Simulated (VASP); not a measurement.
# SiW2 in VASP: single point with PBE

Aim: the single point of SiW2 with PBE.

Program: VASP 6.6.1. These are calculated values, not measurements. Logs are shortened: lines on timing, memory, paths and dates and some standing lists are left out, and cuts for length are marked.

### Step 1. The cell of the first run

The cell holds a disordered packing, 24 atoms: a = 7.368 Å, b = 7.299 Å, c = 7.131 Å, α = 90.35°, β = 94.44°, γ = 93.70°.

### Step 2. Single point, PBE

INCAR

```
  ALGO = Normal
  EDIFF = 1E-7
  ENCUT = 520
  GGA = PE
  ISIF = 2
  ISMEAR = 0
  ISYM = 0
  LASPH = T
  LCHARG = T
  LELF = T
  LREAL = Auto
  LVHAR = T
  LWAVE = F
  NBANDS = 146
  NELM = 80
  PREC = Accurate
  SIGMA = 0.1
```

KPOINTS

```
Automatic mesh
0
Gamma
  2 2 2
  0.5 0.5 0.5
```

POSCAR

```
SiW2
1.0
    7.3586183591     -0.2401558998     -0.2775389271
   -0.2340900762      7.2951281558     -0.0231717423
   -0.2849220909     -0.0306520435      7.1248922380
W Si
16 8
Direct
    0.7564154483      0.1443894961      0.0345533153
    0.2600286533      0.5894770509      0.4306488736
    0.4156100182      0.2297614764      0.4641869713
    0.0495438917      0.5523151552      0.8018911201
    0.9570474854      0.8077690959      0.0955464543
    0.7469677842      0.2963078470      0.7052037607
    0.5815448105      0.6171170514      0.2378712517
    0.7683322988      0.9912872296      0.3702304925
    0.0658525568      0.2647842721      0.5555948519
    0.3985250842      0.4758643628      0.8120250302
    0.5791979070      0.8422822115      0.9384471355
    0.8743530590      0.9140220623      0.7265299463
    0.2454397699      0.8642319549      0.7303172214
    0.9061712658      0.6473221571      0.4699833117
    0.1110522218      0.1730611825      0.9138789720
    0.9872357035      0.4227679321      0.1748179218
    0.3278454407      0.3594133579      0.1475644930
    0.7268541641      0.3321717666      0.3611730598
    0.4260730281      0.8993518717      0.3972784644
    0.5974695678      0.6747047947      0.6097585969
    0.4467381020      0.1392560438      0.8184379426
    0.2780136661      0.7074378908      0.0661554713
    0.7417060652      0.5436108241      0.9432646784
    0.1200689107      0.0802156604      0.2651660737
```

Potentials or basis: VASP PAW PBE potentials, release 64 (W_sv, Si).

The run is started by

```
> cat potpaw_PBE.64/W_sv/POTCAR potpaw_PBE.64/Si/POTCAR > POTCAR
> mpirun -np 1 vasp_std > vasp.out
```

OUTCAR:

```text
EDIFF = 1E-7
   ENCUT = 520
   GGA = PE
   ISIF = 2
   ISMEAR = 0
   ISYM = 0
   LASPH = T
   LREAL = Auto
   NELM = 80
   PREC = Accurate

 ion  position               nearest neighbor table
   1  0.756  0.144  0.035-  11 2.55   6 2.60   8 2.65  21 2.65  16 2.70  18 2.73  15 2.81   5 2.97
                            12 2.97  23 3.00  24 3.10
   2  0.260  0.589  0.431-  19 2.52  14 2.70  17 2.71  20 2.74  22 2.75  16 2.82   7 2.83   9 2.87
                            13 2.93   3 2.94  10 2.97   4 3.17
   3  0.416  0.230  0.464-  19 2.46  17 2.51  18 2.53  21 2.61  24 2.67   9 2.73   6 2.89   2 2.94
                            10 3.07   8 3.33   7 3.47
   4  0.050  0.552  0.802-  23 2.55  22 2.63  14 2.63  10 2.66  13 2.69   9 2.74   6 2.85  16 2.89
                            15 2.94   5 2.94  12 3.05   2 3.17
   5  0.957  0.808  0.096-  24 2.51  22 2.54  23 2.59  12 2.78   8 2.86  16 2.89   4 2.94  11 2.95
                            14 2.96   1 2.97  15 3.16   7 3.25
   6  0.747  0.296  0.705-  18 2.46  23 2.47   1 2.60  21 2.61   9 2.68   4 2.85   3 2.89  12 3.00
                            20 3.10  10 3.10  15 3.15  14 3.27   8 3.27
   7  0.582  0.617  0.238-  18 2.53  23 2.56  22 2.59  17 2.61  20 2.67  11 2.70  19 2.71  14 2.80
                             2 2.83   8 3.09   5 3.25  10 3.35  16 3.45   3 3.47
   8  0.768  0.991  0.370-  18 2.53  19 2.59   1 2.65  12 2.67  24 2.79  14 2.84   5 2.86   9 3.08
                             7 3.09  20 3.14   6 3.27   3 3.33  11 3.42
   9  0.066  0.265  0.556-  24 2.53  15 2.65   6 2.68   3 2.73   4 2.74  18 2.83   2 2.87  16 2.99
                             8 3.08  12 3.14  14 3.14  10 3.24  13 3.48
  10  0.399  0.476  0.812-  21 2.51  20 2.53  17 2.62  23 2.64   4 2.66  22 2.71   2 2.97  11 3.01
                             3 3.07  15 3.09   6 3.10  13 3.16   9 3.24   7 3.35
  11  0.579  0.842  0.938-   1 2.55  23 2.55  21 2.56  22 2.60  20 2.65   7 2.70  12 2.77  13 2.79
                             5 2.95  10 3.01   8 3.42
  12  0.874  0.914  0.727-   8 2.67  20 2.68  14 2.70  15 2.75  11 2.77  13 2.78   5 2.78   1 2.97
                             6 3.00   4 3.05   9 3.14  23 3.26
  13  0.245  0.864  0.730-  21 2.47  22 2.66   4 2.69  12 2.78  11 2.79  19 2.82  15 2.87   2 2.93
                            10 3.16  20 3.19  14 3.31   9 3.48
  14  0.906  0.647  0.470-  20 2.57   4 2.63  18 2.66  12 2.70   2 2.70  16 2.78   7 2.80   8 2.84
                             5 2.96   9 3.14   6 3.27  13 3.31
  15  0.111  0.173  0.914-  17 2.54  24 2.60  21 2.64   9 2.65  12 2.75   1 2.81  16 2.84  13 2.87
                             4 2.94  10 3.09   6 3.15   5 3.16
  16  0.987  0.423  0.175-  18 2.47  23 2.56  17 2.60   1 2.70  14 2.78  24 2.80   2 2.82  15 2.84
                             4 2.89   5 2.89   9 2.99  22 3.03   7 3.45
  17  0.328  0.359  0.148-   3 2.51  15 2.54  16 2.60   7 2.61  10 2.62  24 2.65  22 2.65   2 2.71
                            21 3.05
  18  0.727  0.332  0.361-   6 2.46  16 2.47   8 2.53   3 2.53   7 2.53  14 2.66   1 2.73   9 2.83
[... 7 lines left out ...]
  22  0.278  0.707  0.066-   5 2.54   7 2.59  11 2.60   4 2.63  17 2.65  13 2.66  10 2.71   2 2.75
                            19 2.84  16 3.03
  23  0.742  0.544  0.943-   6 2.47   4 2.55  11 2.55  16 2.56   7 2.56   5 2.59  10 2.64  20 2.73
                             1 3.00  12 3.26
  24  0.120  0.080  0.265-   5 2.51   9 2.53  15 2.60  17 2.65   3 2.67  19 2.79   8 2.79  16 2.80
                             1 3.10

[... 142 lines left out ...]
  Fermi-wavevector in a.u.,A,eV,Ry     =   1.433264  2.708476 27.949695  2.054245
  Thomas-Fermi vector in A             =   2.552801
   LORBIT       =      0    0 simple, 1 ext, 2 COOP (PROOUT), +10 PAW based schemes
   GGA     = PE    functional components
   LHFCALC =     F    Hartree Fock is set to
   AEXX    =    0.0000 exact exchange contribution
   IVDW    =     0    specifies the selected vdW correction
   LEPSILON=     F    determine dielectric tensor
   LRPA    =     F    only Hartree local field effects (RPA)
 non-spin polarized calculation
 Gauss-broadening in eV      SIGMA  =   0.10
  energy-cutoff  :      520.00
  volume of cell :      381.49
 maximum number of plane-waves:     10274
 NGX is ok and might be reduce to    54
   NGX = 27   NGY = 27   NGZ = 27

 number of electron     256.0000002 magnetization

 Free energy of the ion-electron system (eV)
  ---------------------------------------------------
  ext. energy  EPLUGINS =         0.00000000
  ---------------------------------------------------
  free energy    TOTEN  =      -245.98860440 eV

  energy without entropy =     -245.93951692  energy(sigma->0) =     -245.96406066

 E-fermi :  10.3329     XC(G=0): -12.6194

 val. band max:       10.2836712354   @ k =   0.2500  -0.2500   0.2500
 cond. band min:      10.4067187077   @ k =  -0.2500   0.2500   0.2500
 fundamental gap:      0.1230474723
 Fermi energy:        10.3328908505

 k-point     1 :       0.2500    0.2500    0.2500
  band No.  band energies     occupation
      1     -63.7619      2.00000
      2     -63.7378      2.00000
      3     -63.7258      2.00000
      4     -63.6747      2.00000
      5     -63.6598      2.00000
      6     -63.6281      2.00000
[... 561 lines left out ...]
    139      11.5991      0.00000
    140      11.6534      0.00000
 [bands above 140 left out]

------------------------ aborting loop because EDIFF is reached ----------------------------------------

  FORCE on cell =-STRESS in cart. coord.  units (eV):
  Direction    XX          YY          ZZ          XY          YZ          ZX
  --------------------------------------------------------------------------------------
  -------------------------------------------------------------------------------------
  Total        0.5241869      0.5196151      0.6230796      0.0006079     -0.0578401     -0.0296972
  in kB        2.2014584      2.1822581      2.6167842      0.0025532     -0.2429144     -0.1247212
  external PRESSURE =       2.3335003 kB  Pullay stress =       0.0000000 kB

 VOLUME and BASIS-vectors are now :
 -----------------------------------------------------------------------------
  energy-cutoff  :      520.00
  volume of cell :      381.49
      direct lattice vectors                 reciprocal lattice vectors
     7.358618359 -0.240155900 -0.277538927     0.136244528  0.004389255  0.005467257
    -0.234090076  7.295128156 -0.023171742     0.004507536  0.137224872  0.000770611
    -0.284922091 -0.030652044  7.124892238     0.005321850  0.000617262  0.140568475

 POSITION                                       TOTAL-FORCE (eV/Angst)
 -----------------------------------------------------------------------------------
      5.52253      0.87062      0.03291        -0.007710      0.031115      0.017307
      1.65276      4.22466      2.98250         0.015080      0.012838      0.000660
      2.87227      1.56210      3.18661        -0.009449     -0.009774     -0.013820
      0.00681      3.99273      5.68684        -0.001792      0.012865      0.020046
      6.82623      5.66001      0.39642         0.014693      0.001620      0.012664
      5.22636      1.96060      4.81032        -0.024036      0.024457     -0.005052
[... 16 lines left out ...]
      5.06192      3.75867      6.50221        -0.004177     -0.004658      0.002543
      0.78921      0.54822      1.85410         0.003979     -0.008169      0.003870
 -----------------------------------------------------------------------------------
    total drift:                               -0.015054     -0.000633      0.003573

  FREE ENERGIE OF THE ION-ELECTRON SYSTEM (eV)
  ---------------------------------------------------
  free  energy   TOTEN  =      -245.9886044040 eV

  energy  without entropy=     -245.9395169229  energy(sigma->0) =     -245.96406066
```

OSZICAR:

```text
N       E                     dE             d eps       ncg     rms          rms(c)
DAV:   1     0.355031199500E+04    0.35503E+04   -0.14330E+05  1176   0.194E+03
DAV:   2     0.461347296218E+02   -0.35042E+04   -0.34366E+04  1168   0.629E+02
DAV:   3    -0.239183798458E+03   -0.28532E+03   -0.26639E+03  1368   0.156E+02
DAV:   4    -0.257961724725E+03   -0.18778E+02   -0.17595E+02  1400   0.313E+01
[... 12 lines left out ...]
DAV:  17    -0.245988605015E+03    0.91320E-06   -0.83096E-06  1392   0.126E-02    0.535E-03
DAV:  18    -0.245988604723E+03    0.29192E-06   -0.17412E-06  1448   0.780E-03    0.256E-03
DAV:  19    -0.245988604509E+03    0.21364E-06   -0.32831E-07   952   0.317E-03    0.979E-04
DAV:  20    -0.245988604403E+03    0.10593E-06   -0.69549E-08   704   0.163E-03    0.400E-04
DAV:  21    -0.245988604404E+03   -0.83674E-09   -0.22699E-08   704   0.795E-04
   1 F= -.24598860E+03 E0= -.24596406E+03  d E =-.490875E-01
```

Wall time 8.4 min (1 thread of Intel Xeon Platinum 8259CL at 2.50GHz (Skylake/Cascade Lake), shared host); peak memory 0.47 GiB.

Results:

- Free energy: -245.9886 eV
- Pressure: 0.2 GPa
- Largest force: 0.042 eV/Å
- Band gap on the k mesh: 0.12 eV

Forces in eV/Å, atoms in the order of the input:
```
W   -0.008  0.031  0.017
W    0.015  0.013  0.001
W   -0.009 -0.010 -0.014
W   -0.002  0.013  0.020
W    0.015  0.002  0.013
W   -0.024  0.024 -0.005
W   -0.011  0.002  0.001
W    0.000 -0.005  0.009
W    0.000 -0.007 -0.029
W    0.042 -0.001  0.008
W   -0.027 -0.024 -0.006
W    0.007 -0.004 -0.016
W    0.009  0.006 -0.010
W   -0.011 -0.003 -0.013
W    0.017 -0.024  0.011
W    0.006 -0.004  0.006
Si  -0.001 -0.001  0.006
Si  -0.005  0.003 -0.008
Si   0.001  0.007 -0.003
Si  -0.009 -0.015  0.005
Si   0.001  0.002  0.000
Si  -0.004  0.005  0.003
Si  -0.004 -0.005  0.003
Si   0.004 -0.008  0.004
```

Levels at points of the mesh, in eV from the valence-band top:
| k point | band 125 | band 126 | band 127 | band 128 | band 129 | band 130 | band 131 | band 132 |
| --- | --- | --- | --- | --- | --- | --- | --- | --- |
| (0.25, 0.25, 0.25) | -0.56 | -0.46 | -0.31 | -0.05 | 0.13 | 0.33 | 0.43 | 0.51 |

Caveat: the atoms stand as in a frame of molecular dynamics; spin-orbit coupling is left out, which moves the levels of the heavy elements.
